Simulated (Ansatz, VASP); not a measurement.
**Two plane-wave programs on Al3Cu2**

```
Al Cu
1.0
     4.09195    0.00000    0.00000
    -2.04598    3.54373    0.00000
     0.00000    0.00000    4.99278
Al Cu
3 2
Direct
  0.00000 0.00000 0.00000
  0.33333 0.66667 0.34993
  0.66667 0.33333 0.65007
  0.33333 0.66667 0.83951
  0.66667 0.33333 0.16049
```

Alike in both runs: task single point; functional PBEsol; k mesh 1 × 1 × 1; occupations gaussian, width 0.1 eV; no spin polarisation.

|  | VASP | Ansatz |
| --- | --- | --- |
| version | VASP 6.6.1 | Ansatz 0.2.0 |
| potentials or method | VASP PAW PBE potentials, release 64 (Al, Cu), cutoff 520 eV | scalar-relativistic, plane waves, PAW |
| valence electrons in the cell | 31 | 47 |

VASP gave:

```
pressure (GPa)                                                : 8.5
traceless stress, the component that is largest in VASP (GPa) : -11.10
rms of the force components (eV/Å)                            : 0.342
```

Task: Which values does Ansatz return?

Result: Pressure (GPa): 8.1; traceless stress, the component that is largest in VASP (GPa): -11.21; rms of the force components (eV/Å): 0.341.

VASP's potentials were made for PBE, not for PBEsol. Atom by atom the forces differ by 0.004 eV/Å (rms over components). VASP's potentials hold 31 valence electrons a cell and Ansatz's 47, so a difference there can come from the potentials and not from the codes.

The k mesh is coarse, so the values compare programs but aren't converged.
